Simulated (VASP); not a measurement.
# NbI2N (P-4m2) in VASP: further runs

The runs below take NbI2N through single point, relaxation of cell and atoms, with PBE.

All numbers are computed with VASP 6.6.1; they aren't measurements. Logs are shortened: lines on timing, memory, paths and dates and some standing lists are left out, and cuts for length are marked.

## (1) The cell of the first run

It takes space group P-4m2 (No. 115, tetragonal). The conventional cell has a = 3.631 Å, b = 3.631 Å, c = 7.411 Å, α = 90.00°, β = 90.00°, γ = 90.00°. Within 3.6 Å of Nb (site symmetry -4m2) lie 4 I at 2.70 Å. I (site symmetry 2mm) has 2 N at 2.49 Å and 2 Nb at 2.70 Å within 3.3 Å. Within 3.3 Å of N (site symmetry -4m2) lie 4 I at 2.49 Å.

## (2) Single point, PBE

Contents of INCAR:

```
PREC = Accurate
ENCUT = 520
EDIFF = 1E-6
ISMEAR = 0
SIGMA = 0.1
LREAL = F
LASPH = T
NELM = 100
ALGO = Normal
ISIF = 2
LWAVE = F
LCHARG = F
GGA = PE
NBANDS = 24
```

Contents of KPOINTS:

```
Automatic mesh
0
Gamma
  6 6 4
```

Contents of POSCAR:

```
NbI2N
1.0
    3.6307665308      0.0000000000      0.0000000000
    0.0000000000      3.6307665308      0.0000000000
    0.0000000000      0.0000000000      7.4110429556
Nb I N
1 2 1
Direct
    0.5000000000      0.5000000000      0.0000000000
    0.5000000000      0.0000000000      0.7307817329
    0.0000000000      0.5000000000      0.2692182671
    0.0000000000      0.0000000000      0.5000000000
```

Potentials or basis: VASP PAW PBE potentials, release 64 (Nb_sv, I, N).

On the command line:

```sh
$ cat potpaw_PBE.64/Nb_sv/POTCAR potpaw_PBE.64/I/POTCAR potpaw_PBE.64/N/POTCAR > POTCAR
$ mpirun -np 1 vasp_std > vasp.out
```

OUTCAR:

```text
PREC = Accurate
   ENCUT = 520
   EDIFF = 1E-6
   ISMEAR = 0
   LREAL = F
   LASPH = T
   NELM = 100
   ISIF = 2
   GGA = PE

 ion  position               nearest neighbor table
   1  0.500  0.500  0.000-   2 2.70   3 2.70   2 2.70   3 2.70
   2  0.500  0.000  0.731-   4 2.49   4 2.49   1 2.70   1 2.70
   3  0.000  0.500  0.269-   4 2.49   4 2.49   1 2.70   1 2.70
   4  0.000  0.000  0.500-   2 2.49   3 2.49   3 2.49   2 2.49

  LATTYP: Found a simple tetragonal cell.
 ALAT       =     3.6307665308
 C/A-ratio  =     2.0411786031

  Lattice vectors:

 A1 = (   3.6307665308,   0.0000000000,   0.0000000000)
 A2 = (   0.0000000000,   3.6307665308,   0.0000000000)
 A3 = (   0.0000000000,   0.0000000000,   7.4110429556)

Analysis of symmetry for initial positions (statically):
=====================================================================
 Subroutine PRICEL returns:
 Original cell was already a primitive cell.

 Routine SETGRP: Setting up the symmetry group for a
 simple tetragonal supercell.

 Subroutine GETGRP returns: Found  8 space group operations
 (whereof  8 operations were pure point group operations)
 out of a pool of 16 trial point group operations.

The static configuration has the point symmetry D_2d.

Analysis of symmetry for dynamics (positions and initial velocities):
=====================================================================
 Subroutine PRICEL returns:
 Original cell was already a primitive cell.

 Routine SETGRP: Setting up the symmetry group for a
 simple tetragonal supercell.

 Subroutine GETGRP returns: Found  8 space group operations
 (whereof  8 operations were pure point group operations)
 out of a pool of 16 trial point group operations.

The dynamic configuration has the point symmetry D_2d.

 Subroutine INISYM returns: Found  8 space group operations
 (whereof  8 operations are pure point group operations),
 and found     1 'primitive' translations

----------------------------------------------------------------------------------------

                                     Primitive cell

  volume of cell :      97.6958

  direct lattice vectors                    reciprocal lattice vectors
     3.630766531  0.000000000  0.000000000     0.275423934  0.000000000  0.000000000
     0.000000000  3.630766531  0.000000000     0.000000000  0.275423934  0.000000000
     0.000000000  0.000000000  7.411042956     0.000000000  0.000000000  0.134933775

  length of vectors
     3.630766531  3.630766531  7.411042956     0.275423934  0.275423934  0.134933775

  position of ions in fractional coordinates (direct lattice)
     0.500000000  0.500000000  0.000000000
     0.500000000  0.000000000  0.730781733
     0.000000000  0.500000000  0.269218267
     0.000000000  0.000000000  0.500000000

  ion indices of the primitive-cell ions
   primitive index   ion index
                 1           1
                 2           2
                 3           3
                 4           4

----------------------------------------------------------------------------------------

 KPOINTS: Automatic mesh

Automatic generation of k-mesh.
 Grid dimensions read from file:
 generate k-points for:    6    6    4

 Generating k-lattice:

  Cartesian coordinates                     Fractional coordinates (reciprocal lattice)
     0.045903989  0.000000000  0.000000000     0.166666667  0.000000000  0.000000000
     0.000000000  0.045903989  0.000000000     0.000000000  0.166666667  0.000000000
     0.000000000  0.000000000  0.033733444     0.000000000  0.000000000  0.250000000

  Length of vectors
     0.045903989  0.045903989  0.033733444

  Shift w.r.t. Gamma in fractional coordinates (k-lattice)
     0.000000000  0.000000000  0.000000000

 Subroutine IBZKPT returns following result:
 ===========================================

 Found     30 irreducible k-points:

 Following reciprocal coordinates:
            Coordinates               Weight
  0.000000  0.000000  0.000000      1.000000
  0.166667  0.000000  0.000000      4.000000
  0.333333  0.000000  0.000000      4.000000
  0.500000  0.000000  0.000000      2.000000
  0.166667  0.166667  0.000000      4.000000
  0.333333  0.166667  0.000000      8.000000
[... 16 lines left out ...]
  0.333333  0.000000  0.500000      4.000000
  0.500000  0.000000  0.500000      2.000000
 [... further k-points ...]
   k-points           NKPTS =     30   k-points in BZ     NKDIM =     30   number of bands    NBANDS=     24
   number of dos      NEDOS =    301   number of ions     NIONS =      4
   total plane-waves  NPLWV =  43904
   dimension x,y,z NGX =    28 NGY =   28 NGZ =   56
   dimension x,y,z NGXF=    56 NGYF=   56 NGZF=  112
   ions per type =               1   2   1
   NGX,Y,Z   is equivalent  to a cutoff of  12.82, 12.82, 12.56 a.u.
   NGXF,Y,Z  is equivalent  to a cutoff of  25.64, 25.64, 25.12 a.u.
 SYSTEM =  unknown system
   PREC   = accura    normal or accurate (medium, high low for compatibility)
   ISTART =      0    job   : 0-new  1-cont  2-samecut
   ICHARG =      2    charge: 1-file 2-atom 10-const
   ISPIN  =      1    spin polarized calculation?
   LNONCOLLINEAR =      F non collinear calculations
   LSORBIT =      F    spin-orbit coupling
   LASPH  =      T    aspherical Exc in radial PAW
   ENCUT  =  520.0 eV  38.22 Ry    6.18 a.u.   6.75  6.75 13.78*2*pi/ulx,y,z
   NELM   =    100;   NELMIN=  2; NELMDL= -5     # of ELM steps
   EDIFF  = 0.1E-05   stopping-criterion for ELM
   LREAL  =      F    real-space projection
   EDIFFG = 0.1E-04   stopping-criterion for IOM
   NSW    =      0    number of steps for IOM
   IBRION =     -1    ionic relax: 0-MD 1-quasi-New 2-CG
   NFREE  =      0    steps in history (QN), initial steepest desc. (CG)
   ISIF   =      2    stress and relaxation
   ISYM   =      2    0-nonsym 1-usesym 2-fastsym
   POTIM  = 0.5000    time-step for ionic-motion
   TEBEG  =    0.0;   TEEND  =   0.0 temperature during run
   PSTRESS=    0.0 pullay stress
   NELECT =      32.0000    total number of electrons
   NUPDOWN=      -1.0000    fix difference up-down
   EMIN   =  10.00;   EMAX   =-10.00  energy-range for DOS
   EFERMI =   0.00;   METHOD = LEGACY
   ISMEAR =     0;   SIGMA  =   0.10  broadening in eV -4-tet -1-fermi 0-gaus
   EFERMI_NEDOS =   21; number of points for ismear=-14 and -15
   IALGO  =     38    algorithm
   IMIX   =      4    mixing-type and parameters
     AMIX     =   0.40;   BMIX     =  1.00
     AMIX_MAG =   1.60;   BMIX_MAG =  1.00
  volume/ion in A,a.u.               =      24.42       164.82
  Fermi-wavevector in a.u.,A,eV,Ry     =   1.128495  2.132546 17.327021  1.273500
  Thomas-Fermi vector in A             =   2.265185
   LORBIT       =      0    0 simple, 1 ext, 2 COOP (PROOUT), +10 PAW based schemes
   GGA     = PE    functional components
   LHFCALC =     F    Hartree Fock is set to
   AEXX    =    0.0000 exact exchange contribution
   IVDW    =     0    specifies the selected vdW correction
   LEPSILON=     F    determine dielectric tensor
   LRPA    =     F    only Hartree local field effects (RPA)
 non-spin polarized calculation
 Gauss-broadening in eV      SIGMA  =   0.10
  energy-cutoff  :      520.00
  volume of cell :       97.70
 maximum number of plane-waves:      2652
 NGX is ok and might be reduce to    28
   NGX = 13   NGY = 13   NGZ = 27

 number of electron      32.0000000 magnetization

 Free energy of the ion-electron system (eV)
  ---------------------------------------------------
  ext. energy  EPLUGINS =         0.00000000
  ---------------------------------------------------
  free energy    TOTEN  =       -16.31260227 eV

  energy without entropy =      -16.29609207  energy(sigma->0) =      -16.30434717

 E-fermi :   6.8605     XC(G=0):  -9.8073

 val. band max:        6.8472642313   @ k =   0.1667   0.0000   0.5000
 cond. band min:       6.8697566442   @ k =   0.3333   0.3333   0.2500
 fundamental gap:      0.0224924129
 Fermi energy:         6.8605495979

 k-point     1 :       0.0000    0.0000    0.0000
  band No.  band energies     occupation
      1     -48.4875      2.00000
      2     -24.7195      2.00000
      3     -24.4915      2.00000
      4     -24.4915      2.00000
      5      -9.0578      2.00000
      6      -7.6495      2.00000
[... 16 lines left out ...]
     23      11.9858      0.00000
     24      12.3265      0.00000

 k-point     2 :       0.1667    0.0000    0.0000
  band No.  band energies     occupation
      1     -48.4861      2.00000
      2     -24.7149      2.00000
      3     -24.5172      2.00000
      4     -24.4896      2.00000
      5      -8.8797      2.00000
      6      -7.5538      2.00000
[... 16 lines left out ...]
     23      12.8729      0.00000
     24      13.1940      0.00000

 k-point     3 :       0.3333    0.0000    0.0000
  band No.  band energies     occupation
      1     -48.4834      2.00000
      2     -24.7053      2.00000
      3     -24.5685      2.00000
      4     -24.4860      2.00000
      5      -8.4393      2.00000
      6      -7.3776      2.00000
[... 16 lines left out ...]
     23      12.3081      0.00000
     24      13.3384      0.00000
[... 514 lines left out ...]
 k-point    23 :       0.3333    0.0000    0.5000
  band No.  band energies     occupation
      1     -48.4834      2.00000
      2     -24.7053      2.00000
      3     -24.5685      2.00000
      4     -24.4860      2.00000
      5      -8.3701      2.00000
      6      -7.5166      2.00000
[... 16 lines left out ...]
     23      11.9280      0.00000
     24      13.5857      0.00000

 k-point    24 :       0.5000    0.0000    0.5000
  band No.  band energies     occupation
      1     -48.4820      2.00000
      2     -24.7002      2.00000
      3     -24.5943      2.00000
      4     -24.4841      2.00000
      5      -8.1406      2.00000
      6      -7.3231      2.00000
[... 16 lines left out ...]
     23      11.6135      0.00000
     24      13.8333      0.00000

 [... further k-points ...]

------------------------ aborting loop because EDIFF is reached ----------------------------------------

  FORCE on cell =-STRESS in cart. coord.  units (eV):
  Direction    XX          YY          ZZ          XY          YZ          ZX
  --------------------------------------------------------------------------------------
  -------------------------------------------------------------------------------------
  Total       -0.0065921     -0.0065921     -0.0171102      0.0000000     -0.0000000      0.0000000
  in kB       -0.1081087     -0.1081087     -0.2806018      0.0000000     -0.0000000      0.0000000
  external PRESSURE =      -0.1656064 kB  Pullay stress =       0.0000000 kB

 VOLUME and BASIS-vectors are now :
 -----------------------------------------------------------------------------
  energy-cutoff  :      520.00
  volume of cell :       97.70
      direct lattice vectors                 reciprocal lattice vectors
     3.630766531  0.000000000  0.000000000     0.275423934  0.000000000  0.000000000
     0.000000000  3.630766531  0.000000000     0.000000000  0.275423934  0.000000000
     0.000000000  0.000000000  7.411042956     0.000000000  0.000000000  0.134933775

 POSITION                                       TOTAL-FORCE (eV/Angst)
 -----------------------------------------------------------------------------------
      1.81538      1.81538      0.00000         0.000000     -0.000000      0.000000
      1.81538      0.00000      5.41585         0.000000      0.000000     -0.014237
      0.00000      1.81538      1.99519         0.000000      0.000000      0.014237
      0.00000      0.00000      3.70552         0.000000      0.000000      0.000000
 -----------------------------------------------------------------------------------
    total drift:                               -0.000000      0.000000      0.000000

  FREE ENERGIE OF THE ION-ELECTRON SYSTEM (eV)
  ---------------------------------------------------
  free  energy   TOTEN  =       -16.3126022704 eV

  energy  without entropy=      -16.2960920667  energy(sigma->0) =      -16.30434717
```

It took 33 s on 1 thread of Intel Xeon 6975P-C (Granite Rapids), shared host; peak memory 0.24 GiB.

What came out:

```
Free energy            : -16.3126 eV
Pressure               : 0.0 GPa
Largest force          : 0.014 eV/Å
Band gap on the k mesh : zero (band 16 reaches 7.04 eV, above the bottom of band 17 at 6.39 eV)
```

Forces on the atoms (eV/Å):
```
Nb   0.000  0.000  0.000
I    0.000  0.000 -0.014
I    0.000  0.000  0.014
N    0.000  0.000  0.000
```

Levels at points of the mesh, in eV from the Fermi level:
| k point | band 14 | band 15 | band 16 | band 17 | band 18 | band 19 |
| --- | --- | --- | --- | --- | --- | --- |
| (0.00, 0.00, 0.00) | -1.02 | -0.91 | 0.17 | 0.39 | 0.39 | 1.22 |
| (0.50, 0.00, 0.00) | -1.47 | -0.58 | -0.33 | 1.35 | 1.42 | 1.73 |
| (0.50, 0.50, 0.00) | -0.12 | -0.12 | 0.11 | 0.11 | 0.32 | 0.75 |
| (0.00, 0.00, 0.50) | -1.80 | -0.47 | -0.47 | -0.47 | 0.18 | 1.22 |
| (0.50, 0.00, 0.50) | -1.22 | -0.69 | -0.44 | 0.48 | 1.56 | 1.79 |
| (0.50, 0.50, 0.50) | -1.79 | -0.90 | -0.90 | 1.07 | 1.07 | 1.78 |

Caveat: spin-orbit coupling is left out, which moves the levels of the heavy elements.

## (3) Relaxation of cell and atoms, PBE

This run uses another cell than the first one, of 24.64 Å³/atom, 1.009 times its volume.

Contents of INCAR:

```
SYSTEM = NbI2N
  PREC = Accurate
  ENCUT = 600
  EDIFF = 1E-7
  ISMEAR = 0
  SIGMA = 0.1
  LREAL = .FALSE.
  LASPH = .TRUE.
  NELM = 100
  ALGO = Normal
  ISIF = 3
  LWAVE = .FALSE.
  LCHARG = .FALSE.
  GGA = PE
  IBRION = 2
  NSW = 90
  EDIFFG = -0.04
```

Contents of KPOINTS:

```
Automatic mesh
0
G
  6 6 4
  0 0 0
```

Contents of POSCAR:

```
NbI2N
1.0
    3.6651960851      0.0000000000      0.0000000000
    0.0000000000      3.6651960851      0.0000000000
    0.0000000000      0.0000000000      7.3370908801
Nb I N
1 2 1
Direct
    0.5000000000      0.5000000000      0.0000000000
    0.5000000000      0.0000000000      0.7305553110
    0.0000000000      0.5000000000      0.2694446890
    0.0000000000      0.0000000000      0.5000000000
```

Potentials or basis: VASP PAW PBE potentials, release 64 (Nb_sv, I, N).

On the command line:

```sh
$ cat potpaw_PBE.64/Nb_sv/POTCAR potpaw_PBE.64/I/POTCAR potpaw_PBE.64/N/POTCAR > POTCAR
$ mpirun -np 1 vasp_std > vasp.out
```

Wall time 2.1 min (1 thread of Intel Xeon 6975P-C (Granite Rapids), shared host); peak memory 0.28 GiB.

It converged, with:

- Free energy: -16.3140 eV
- Relaxed volume: 24.39 Å³/atom
- Relaxed cell: a = 3.633 Å, b = 3.633 Å, c = 7.389 Å, α = 90.00°, β = 90.00°, γ = 90.00°
- Space group after relaxing (to 0.05 Å): P-4m2 (No. 115)
- Energy gained by relaxing: 0.9 meV/atom
- Ionic steps: 4
- Pressure after relaxing: 0.1 GPa
- Band gap on the k mesh: zero (band 16 reaches 7.06 eV, above the bottom of band 17 at 6.42 eV)

Stress tensor (GPa, compression positive):
```
0.03 0.00 0.00
0.00 0.03 0.00
0.00 0.00 0.23
```

The path:
| step | energy change (eV) | largest force (eV/Å) | pressure (GPa) | volume (Å³) |
| --- | --- | --- | --- | --- |
| 1 | 0.0000 | 0.0076 | -0.29 | 98.56 |
| 2 | -0.0020 | 0.0176 | 0.05 | 97.92 |
| 3 | -0.0025 | 0.0364 | 0.30 | 97.46 |
| 4 | -0.0037 | 0.0015 | 0.09 | 97.55 |

Final structure:
```
CELL_PARAMETERS angstrom
3.63348 0.00000 0.00000
0.00000 3.63348 0.00000
0.00000 0.00000 7.38880
ATOMIC_POSITIONS crystal
Nb 0.50000 0.50000 0.00000
I 0.50000 0.00000 0.73050
I 0.00000 0.50000 0.26950
N 0.00000 0.00000 0.50000
```

Levels at points of the mesh, in eV from the Fermi level:
| k point | band 13 | band 14 | band 15 | band 16 | band 17 | band 18 | band 19 | band 20 |
| --- | --- | --- | --- | --- | --- | --- | --- | --- |
| (0.00, 0.00, 0.00) | -3.33 | -1.01 | -0.90 | 0.15 | 0.39 | 0.39 | 1.21 | 2.19 |
| (0.50, 0.00, 0.00) | -2.99 | -1.48 | -0.59 | -0.34 | 1.36 | 1.42 | 1.73 | 2.03 |
| (0.50, 0.50, 0.00) | -4.36 | -0.11 | -0.11 | 0.10 | 0.10 | 0.34 | 0.77 | 1.73 |
| (0.00, 0.00, 0.50) | -2.60 | -1.80 | -0.48 | -0.48 | -0.46 | 0.16 | 1.21 | 2.93 |
| (0.50, 0.00, 0.50) | -3.00 | -1.22 | -0.69 | -0.45 | 0.50 | 1.56 | 1.79 | 2.04 |
| (0.50, 0.50, 0.50) | -3.27 | -1.79 | -0.90 | -0.90 | 1.07 | 1.07 | 1.77 | 2.17 |

Caveat: spin-orbit coupling is left out, which moves the levels of the heavy elements.
